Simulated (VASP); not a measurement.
The system is NiO.

```
CELL_PARAMETERS angstrom
0.00000 2.09131 2.09131
2.09131 0.00000 2.09131
2.09131 2.09131 0.00000
ATOMIC_POSITIONS crystal
Ni 0.00000 0.00000 0.00000
O 0.50000 0.50000 0.50000
```

```yaml
Program: VASP 6.6.1
Task: relaxation of cell and atoms
Functional: PBE
Potentials_or_basis: VASP PAW PBE potentials, release 64 (Ni, O)
Cutoff: 600 eV
k_mesh: 8 × 8 × 8
Occupations: gaussian, width 0.1 eV
Spin: collinear spin, ferromagnetic start
Starting_moments: "[2.0, 0.0] μB"
```

At the start: pressure 4.6 GPa; volume 9.15 Å³/atom.

Task: Where does the relaxation end?

Result: Over 3 steps the energy falls by 3.2 meV/atom and the volume is 9.37 Å³/atom (+2.5 %); space group Fm-3m (No. 225, to 0.1 Å) before and after; moment 1.84 μB per cell.

The path:
```
step  energy change (eV)  largest force (eV/Å)  pressure (GPa)  volume (Å³)
   1              0.0000                0.0000            4.63        18.29
   2             -0.0045                0.0000           -2.39        19.00
   3             -0.0064                0.0000            0.00        18.75
```

Final structure:
```cif
data_structure
_symmetry_space_group_name_H-M 'P 1'
_symmetry_Int_Tables_number 1
_cell_length_a 2.9817
_cell_length_b 2.9817
_cell_length_c 2.9817
_cell_angle_alpha 60.000
_cell_angle_beta 60.000
_cell_angle_gamma 60.000
_cell_volume 18.75
loop_
_atom_site_label
_atom_site_type_symbol
_atom_site_fract_x
_atom_site_fract_y
_atom_site_fract_z
_atom_site_occupancy
Ni1 Ni 0.00000 0.00000 0.00000 1
O1 O 0.50000 0.50000 0.50000 1
```

Caveat: a cell with one magnetic atom can't hold antiferromagnetic order, which such compounds often take.
